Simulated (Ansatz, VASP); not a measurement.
**Sn3Mo in VASP and in Ansatz**

INCAR

```
SYSTEM = Sn3Mo
ALGO = Fast ; EDIFF = 1E-6
EDIFFG = -0.04 ; ENCUT = 600
GGA = PE ; IBRION = 2
ISIF = 3 ; ISMEAR = 0
LASPH = .True. ; LCHARG = .False.
LREAL = .False. ; LWAVE = .False.
NELM = 100 ; NSW = 90
PREC = Accurate ; SIGMA = 0.1
```

Contents of KPOINTS:

```
k-points
0
Gamma
  3 3 4
  0 0 0
```

File POSCAR:

```
Sn3Mo
1.0
    6.4486549375      0.0000000000      0.0000000000
   -3.2243274688      5.5846989961      0.0000000000
    0.0000000000      0.0000000000      5.1760405652
Sn Mo
6 2
Direct
    0.8330000000      0.6660000000      0.2500000000
    0.1670000000      0.8330000000      0.7500000000
    0.3340000000      0.1670000000      0.2500000000
    0.1670000000      0.3340000000      0.7500000000
    0.8330000000      0.1670000000      0.2500000000
    0.6660000000      0.8330000000      0.7500000000
    0.3333333333      0.6666666667      0.2500000000
    0.6666666667      0.3333333333      0.7500000000
```

Input for Ansatz:

```yaml
crystal:
  lattice:
    - [6.4486549375, 0.0, 0.0]
    - [-3.2243274688, 5.5846989961, 0.0]
    - [0.0, 0.0, 5.1760405652]
  atoms:
    - { symbol: Sn, position: [0.833, 0.666, 0.25] }
    - { symbol: Sn, position: [0.167, 0.833, 0.75] }
    - { symbol: Sn, position: [0.334, 0.167, 0.25] }
    - { symbol: Sn, position: [0.167, 0.334, 0.75] }
    - { symbol: Sn, position: [0.833, 0.167, 0.25] }
    - { symbol: Sn, position: [0.666, 0.833, 0.75] }
    - { symbol: Mo, position: [0.3333333333, 0.6666666667, 0.25] }
    - { symbol: Mo, position: [0.6666666667, 0.3333333333, 0.75] }
basis:
  ecutwfc: 420
kpoints:
  mp_grid: { grid: [3, 3, 4] }
hamiltonian:
  xc: pbe
scf:
  occupations: { method: gaussian, width: 0.1 }
  lower_state_search: "off"
output:
  forces: true
  stress: true
  eigenvalues: true
relax:
  adjacent_minimum: "off"
  f_tol: 0.04
  max_steps: 70
  cell: { stress_tol: 0.4 }
```

Alike in both runs: task relaxation of cell and atoms; functional PBE; k mesh 3 × 3 × 4; occupations gaussian, width 0.1 eV; no spin polarisation.

```csv
,VASP,Ansatz
version,VASP 6.6.1,Ansatz 0.2.0
potentials or method,"VASP PAW PBE potentials, release 64 (Sn_d, Mo_sv), cutoff 600 eV","scalar-relativistic, plane waves, PAW"
valence electrons in the cell,112,112
```

Ansatz gave:

```
gap on the k mesh at the Fermi level, each at its own relaxed structure (eV) : none
relaxed volume (Å³/atom)                                                     : 22.31
relaxed cell length with the largest relative difference (Å)                 : 5.378
```

Q: Estimate VASP's values.

A: gap on the k mesh at the Fermi level, each at its own relaxed structure (eV): none; relaxed volume (Å³/atom): 22.29; relaxed cell length with the largest relative difference (Å): 5.368.

A gap of «none» marks a metal or a gap that the smearing closes.

The k mesh is coarse, so the values compare programs but aren't converged.
